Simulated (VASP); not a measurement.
Ir: single point with LDA

The system is Ir.

```xyz
1
Lattice="0.0000 1.7544 1.7544 1.7544 0.0000 1.7544 1.7544 1.7544 0.0000" Properties=species:S:1:pos:R:3 pbc="T T T"
Ir    0.0000    0.0000    0.0000
```

This cell differs from its parent crystal: volume scaled by 0.78.

| Quantity | Value |
| --- | --- |
| Program | VASP 6.6.1 |
| Task | single point |
| Functional | LDA |
| Potentials or basis | VASP PAW LDA potentials, release 64 (Ir) |
| Cutoff | 520 eV |
| k mesh | 17 × 17 × 17 |
| Occupations | fermi-dirac, width 0.1 eV |
| Spin | no spin polarisation |

```json
{
 "Pressure": "193.0 GPa"
}
```

Levels at points of the mesh, in eV from the Fermi level:
| k point | band 1 | band 2 | band 3 | band 4 | band 5 | band 6 | band 7 | band 8 |
| --- | --- | --- | --- | --- | --- | --- | --- | --- |
| (0.00, 0.00, 0.00) | -14.10 | -5.78 | -5.78 | -5.78 | -1.64 | -1.64 | 13.49 | 20.78 |

It took 18 s on 1 thread of Intel Xeon 8259CL, with other jobs on the host, peak memory 0.13 GiB.

Caveat: spin-orbit coupling is left out, which moves the levels of the heavy elements.
